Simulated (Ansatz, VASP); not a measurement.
**One calculation of Ta, two programs**

Contents of INCAR:

```
SYSTEM = Ta
ALGO = Fast
EDIFF = 1E-6
EDIFFG = -0.005
ENCUT = 600
GGA = PE
IBRION = 2
ISIF = 3
ISMEAR = 0
LASPH = .True.
LCHARG = .False.
LREAL = .False.
LWAVE = .False.
NELM = 80
NSW = 80
PREC = Accurate
SIGMA = 0.1
```

File KPOINTS:

```
k-points
0
Gamma
  32 32 32
  0 0 0
```

File POSCAR:

```
Ta
1.0
   -1.6550000000      1.6550000000      1.6550000000
    1.6550000000     -1.6550000000      1.6550000000
    1.6550000000      1.6550000000     -1.6550000000
Ta
1
Direct
    0.0000000000      0.0000000000      0.0000000000
```

Input for Ansatz:

```yaml
crystal:
  lattice:
    - [-1.655, 1.655, 1.655]
    - [1.655, -1.655, 1.655]
    - [1.655, 1.655, -1.655]
  atoms:
    - { symbol: Ta, position: [0.0, 0.0, 0.0] }
scf:
  occupations: { method: gaussian, width: 0.1 }
output:
  forces: true
  stress: true
  eigenvalues: true
hamiltonian:
  xc: pbe
kpoints:
  mp_grid: { grid: [32, 32, 32] }
relax:
  f_tol: 0.005
  max_steps: 60
  cell: { stress_tol: 0.02 }
```

Alike in both runs: task relaxation of cell and atoms; functional PBE; k mesh 32 × 32 × 32; occupations gaussian, width 0.1 eV; no spin polarisation.

|  | VASP | Ansatz |
| --- | --- | --- |
| version | VASP 6.6.1 | Ansatz 0.2.0 |
| potentials or method | VASP PAW PBE potentials, release 64 (Ta_pv) | scalar-relativistic, plane waves, PAW |
| plane-wave cutoff (eV) | 600 | 420 |
| valence electrons in the cell | 11 | 13 |

|  | VASP | Ansatz | Ansatz less VASP |
| --- | --- | --- | --- |
| gap on the k mesh at the Fermi level, each at its own relaxed structure (eV) | none | none | - |
| relaxed volume (Å³/atom) | 18.30 | 18.29 | -0.012 |
| relaxed cell length with the largest relative difference (Å) | 2.875 | 2.875 | -0.0007 |

A gap of «none» marks a metal or a gap that the smearing closes. VASP's potentials hold 11 valence electrons a cell and Ansatz's 13, so a difference there can come from the potentials and not from the codes.

Spin-orbit coupling is off throughout.
